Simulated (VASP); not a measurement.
Ti2GaS3:

```
Ti Ga S
1.0
     3.35952    0.00400    0.00364
    -1.67630    2.88729    0.01569
     0.02372    0.13166   22.24256
Ti Ga S
4 2 6
Cartesian
  0.0572 0.0535 3.6647
  -1.5936 3.0279 14.9708
  -1.6267 2.8408 7.2927
  -1.9168 3.0426 18.1748
  0.0805 0.0779 -0.0501
  1.8264 3.0599 11.2319
  0.1030 1.8690 2.5092
  -0.0475 2.0066 13.5430
  0.0125 1.8855 5.6124
  -0.0323 1.9665 16.8092
  0.0144 1.9662 8.9268
  -0.0786 2.0382 19.7851
```

| Property | Result |
| --- | --- |
| Program | VASP 6.6.1 |
| Task | relaxation of cell and atoms |
| Functional | PBE |
| Potentials or basis | VASP PAW PBE potentials, release 64 (Ti_sv, Ga_d, S) |
| Cutoff | 600 eV |
| k mesh | 6 × 6 × 1 |
| Occupations | gaussian, width 0.2 eV |
| Spin | no spin polarisation |

At the start: pressure 0.5 GPa; volume 17.99 Å³/atom.

Task: How do energy, volume and symmetry change on relaxing?

Result: Over 31 steps the energy falls by 132.2 meV/atom and the volume is 17.32 Å³/atom (-3.8 %); space group P1 (No. 1, to 0.1 Å) before, Pm (No. 6, to 0.1 Å).

The path:
| step | energy change (eV) | largest force (eV/Å) | pressure (GPa) | volume (Å³) |
| --- | --- | --- | --- | --- |
| 1 | 0.0000 | 4.2662 | 0.48 | 215.89 |
| 2 | -1.3321 | 0.7467 | -3.28 | 217.49 |
| 3 | -1.3321 | 0.7435 | -3.31 | 217.51 |
| 4 | -1.4856 | 0.8041 | 1.60 | 206.11 |
| 5 | -1.4942 | 0.7049 | 0.64 | 208.13 |
| 6 | -1.5470 | 0.2549 | 0.14 | 208.07 |
| 7 | -1.5492 | 0.2505 | 0.04 | 208.06 |
| 8 | -1.5611 | 0.1619 | -0.01 | 208.19 |
| 9 | -1.5662 | 0.1781 | -0.06 | 208.36 |
| 10 | -1.5712 | 0.0798 | 0.02 | 208.15 |
| 11 | -1.5721 | 0.0934 | 0.08 | 208.02 |
| 12 | -1.5738 | 0.0709 | -0.14 | 208.31 |
| 13 | -1.5739 | 0.0821 | -0.20 | 208.39 |
| 14 | -1.5752 | 0.0619 | -0.07 | 208.08 |
| 15 | -1.5761 | 0.0762 | 0.19 | 207.53 |
| 16 | -1.5774 | 0.0765 | 0.16 | 207.57 |
| 17 | -1.5803 | 0.0803 | 0.09 | 207.71 |
| 18 | -1.5820 | 0.1259 | -0.04 | 207.97 |
| 19 | -1.5838 | 0.0459 | -0.07 | 207.94 |
| 20 | -1.5839 | 0.0397 | -0.07 | 207.93 |
| 21 | -1.5844 | 0.0355 | 0.05 | 207.63 |
| 22 | -1.5844 | 0.0446 | 0.25 | 207.23 |
| 23 | -1.5845 | 0.0388 | 0.17 | 207.42 |
| 24 | -1.5848 | 0.0328 | 0.13 | 207.48 |
| 25 | -1.5852 | 0.0470 | 0.02 | 207.66 |
| 26 | -1.5852 | 0.0516 | -0.01 | 207.70 |
| 27 | -1.5855 | 0.0360 | -0.01 | 207.75 |
| 28 | -1.5859 | 0.0293 | -0.02 | 207.86 |
| 29 | -1.5860 | 0.0279 | -0.01 | 207.82 |
| 30 | -1.5863 | 0.0254 | 0.03 | 207.71 |
| 31 | -1.5865 | 0.0181 | -0.02 | 207.79 |

Final structure:
```
Ti Ga S
1.0
     3.32566    0.00058   -0.00078
    -1.66252    2.87947    0.00101
    -0.00239    0.00005   21.69678
Ti Ga S
4 2 6
Direct
  0.00322 0.99172 0.17437
  0.98726 0.00092 0.67455
  0.00505 0.99159 0.32545
  0.98742 0.00178 0.82567
  0.01669 0.01799 0.00025
  0.02443 0.01663 0.49961
  0.33615 0.65864 0.10579
  0.32121 0.66770 0.60605
  0.33773 0.65817 0.24994
  0.32071 0.66807 0.75008
  0.33891 0.65861 0.39403
  0.32123 0.66817 0.89420
```

Caveat: the k points lie up to 0.36 Å⁻¹ apart in the final cell, too coarse for converged energies and pressures of a metal.
